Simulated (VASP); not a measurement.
Input of a VASP 6.6.1 run:

The input INCAR:

```
PREC     = Accurate       # precision mode
ENCUT    = 520            # plane-wave cutoff, eV
EDIFF    = 1E-7           # SCF threshold, eV
ISMEAR   = -1             # smearing method
SIGMA    = 0.05           # smearing width, eV
LREAL    = F              # projectors in reciprocal space
LASPH    = T              # aspherical terms in the spheres
NELM     = 150            # most SCF steps
ALGO     = Normal         # electronic algorithm
ISIF     = 2              # what is computed and relaxed
LWAVE    = F              # write WAVECAR
LCHARG   = T              # write CHGCAR
LMAXMIX  = 4              # l up to which the mixer works
LDAU     = T              # DFT+U
LDAUTYPE = 2            
LDAUL    = 2 -1           # shell
LDAUU    = 5.3 0          # U, eV
LDAUJ    = 0 0          
LDAUPRINT= 1            
GGA      = PS             # functional
LELF     = T              # ELF
LVHAR    = T            
NBANDS   = 25             # bands
```

File KPOINTS:

```
regular mesh
0
Gamma
  9 9 5
```

POSCAR

```
CuO
1.0
    3.2880244300      0.0000000000      0.0000000000
   -1.6440122100      2.8475126800      0.0000000000
    0.0000000000      0.0000000000      5.3850248600
Cu O
2 2
Direct
    0.6666666667      0.3333333333      0.0000000000
    0.3333333333      0.6666666667      0.5000000000
    0.6666666667      0.3333333333      0.6252000000
    0.3333333333      0.6666666667      0.1252000000
```

Potentials or basis: VASP PAW PBE potentials, release 64 (Cu, O).

The run is started by

```console
$ cat potpaw_PBE.64/Cu/POTCAR potpaw_PBE.64/O/POTCAR > POTCAR
$ mpirun -np 1 vasp_std > vasp.out
```

(1) What does it give for the pressure?

(2) Estimate the largest force.

(3) Estimate the band gap on the k mesh.

## Answers

(1) -16.2 GPa.

(2) 0.028 eV/Å.

(3) zero (bands 17 and 18 overlap by 1.44 eV).

Caveat: the cell stands under tension; the PAW data sets were made with another functional, which shifts forces and pressure a little; U without spin polarisation on a metal has little footing.
